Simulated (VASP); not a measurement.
A run of VASP 6.6.1 is set up as follows.

The input INCAR:

```
SYSTEM = AgCl
PREC     = Accurate       ! precision mode
ENCUT    = 520            ! plane-wave cutoff, eV
EDIFF    = 1E-6           ! SCF threshold, eV
ISMEAR   = 0              ! smearing method
SIGMA    = 0.01           ! smearing width, eV
LREAL    = .False.        ! projectors in reciprocal space
LASPH    = .True.         ! aspherical terms in the spheres
NELM     = 60             ! most SCF steps
ALGO     = Normal         ! electronic algorithm
ISIF     = 2              ! what is computed and relaxed
LWAVE    = .False.        ! write WAVECAR
LCHARG   = .False.        ! write CHGCAR
GGA      = PE             ! functional
NBANDS   = 16             ! bands
```

KPOINTS

```
Automatic mesh
0
Gamma
  5 5 5
  0 0 0
```

The input POSCAR:

```
AgCl
1.0
    3.3757558725      0.0000000000      0.0000000000
    0.0000000000      3.3757558725      0.0000000000
    0.0000000000      0.0000000000      3.3757558725
Ag Cl
1 1
Direct
    0.0000000000      0.0000000000      0.0000000000
    0.5000000000      0.5000000000      0.5000000000
```

Potentials or basis: VASP PAW PBE potentials, release 64 (Ag, Cl).

Run with:

```sh
$ cat potpaw_PBE.64/Ag/POTCAR potpaw_PBE.64/Cl/POTCAR > POTCAR
$ mpirun -np 1 vasp_std > vasp.out
```

(1) Predict the band gap on the k mesh.

(2) What does it give for the pressure?

## Answers

(1) 0.70 eV, indirect (least direct gap 2.26 eV).

(2) 2.5 GPa.
